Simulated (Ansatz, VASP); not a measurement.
## One calculation of Si, two programs

```
CELL_PARAMETERS angstrom
2.60849 0.00000 0.00000
-1.30425 2.25902 0.00000
0.00000 0.00000 2.47076
ATOMIC_POSITIONS crystal
Si 0.00000 0.00000 0.00000
```

Alike in both runs: functional LDA; k mesh 18 × 18 × 16; occupations gaussian, width 0.1 eV; no spin polarisation.

Ansatz relaxed the structure, and its values are those at the end. VASP's run is a single point on that final structure, the one shown.

```csv
,VASP,Ansatz
version,VASP 6.6.1,Ansatz 0.2.0
potentials or method,"VASP PAW LDA potentials, release 64 (Si), cutoff 520 eV","scalar-relativistic, plane waves, PAW"
valence electrons in the cell,4,4
```

Ansatz gave:

| Property | Result |
| --- | --- |
| gap on the k mesh at the Fermi level (eV) | none |
| pressure (GPa) | 0.0 |

Task: Which values does VASP return?

Result: gap on the k mesh at the Fermi level (eV): none; pressure (GPa): 0.1.

LDA's correlation is that of Perdew and Zunger in VASP and of Perdew and Wang (1992) in Ansatz. A gap of «none» marks a metal or a gap that the smearing closes.
